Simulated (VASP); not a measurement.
Here is a VASP 6.6.1 calculation.

Contents of INCAR:

```
SYSTEM = FeO
PREC = Accurate ; ENCUT = 520
EDIFF = 1E-8 ; ISMEAR = -1
SIGMA = 0.03 ; LREAL = .FALSE.
LASPH = .TRUE. ; NELM = 150
ALGO = Normal ; ISIF = 2
LWAVE = .FALSE. ; LCHARG = .FALSE.
ISPIN = 2 ; MAGMOM = 3 0
LORBIT = 11 ; LMAXMIX = 4
GGA = PE ; LEFG = .TRUE.
NBANDS = 18
```

File KPOINTS:

```
regular mesh
0
G
  15 15 15
  0 0 0
```

File POSCAR:

```
FeO
1.0
    0.0000000000      2.1907407075      2.1907407075
    2.1907407075      0.0000000000      2.1907407075
    2.1907407075      2.1907407075      0.0000000000
Fe O
1 1
Direct
    0.0000000000      0.0000000000      0.0000000000
    0.5000000000      0.5000000000      0.5000000000
```

Potentials or basis: VASP PAW PBE potentials, release 64 (Fe, O).

The run is started by

```sh
$ cat potpaw_PBE.64/Fe/POTCAR potpaw_PBE.64/O/POTCAR > POTCAR
$ mpirun -np 1 vasp_std > vasp.out
```

Question: Predict the site moments.

Answer: Fe +3.62; O +0.29 μB.

Question: What does it give for the band gap on the k mesh?

Answer: Zero (filled and empty bands overlap).

Question: Estimate the pressure.

Answer: -8.3 GPa.

Caveat: the cell stands under tension; a cell with one magnetic atom can't hold antiferromagnetic order, which such compounds often take; semilocal functionals often make such compounds metallic where correlation or magnetic order opens a gap, which also shifts bond lengths. With open d or f shells a metallic result of PBE can be an artefact of self-interaction; +U or a hybrid may open a gap.
